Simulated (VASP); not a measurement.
Write the native input for VASP 6.6.1 that does the following.

| Item | Value |
| --- | --- |
| Task | single point |
| Functional | PBE |
| Potentials or basis | VASP PAW PBE potentials, release 64 (Al, N) |
| Cutoff | 600 eV |
| k mesh | 8 × 6 × 8 |
| Occupations | gaussian, width 0.02 eV |
| Spin | no spin polarisation |
| Dipole correction | no |
| Further INCAR settings | ALGO = Normal; EDIFF = 1e-06; NBANDS = 16 |

The structure of AlN lies in POSCAR:

```
AlN
1.0
    3.1130547520      0.0000000000      0.0000000000
    0.0000000000      4.4025242180      0.0000000000
    0.0000000000      0.0000000000      3.1130547520
Al N
2 2
Direct
    0.0000000000      0.0000000000      0.0000058500
    0.5000000000      0.5000000000      0.5000058500
    0.5000000000      0.2500000000      0.0000058500
    0.0000000000      0.7500000000      0.5000058500
```

One way to write it, as run:

INCAR

```
PREC = Accurate
ENCUT = 600
EDIFF = 1E-6
ISMEAR = 0
SIGMA = 0.02
LREAL = F
LASPH = T
NELM = 120
ALGO = Normal
ISIF = 2
LWAVE = F
LCHARG = T
GGA = PE
LELF = T
LVHAR = T
NBANDS = 16
GGA_COMPAT = F
```

KPOINTS

```
regular mesh
0
Gamma
  8 6 8
```

Potentials or basis: VASP PAW PBE potentials, release 64 (Al, N).

Run with:

```sh
$ cat potpaw_PBE.64/Al/POTCAR potpaw_PBE.64/N/POTCAR > POTCAR
$ mpirun -np 1 vasp_std > vasp.out
```

It gave:

```yaml
Pressure: -0.3 GPa
Band_gap_on_the_k_mesh: 3.31 eV
```

Run time: 34 s on 1 thread of Intel(R) Xeon(R) Platinum 8375C CPU @ 2.90GHz (Ice Lake), with other jobs on the host, peak memory 0.19 GiB.
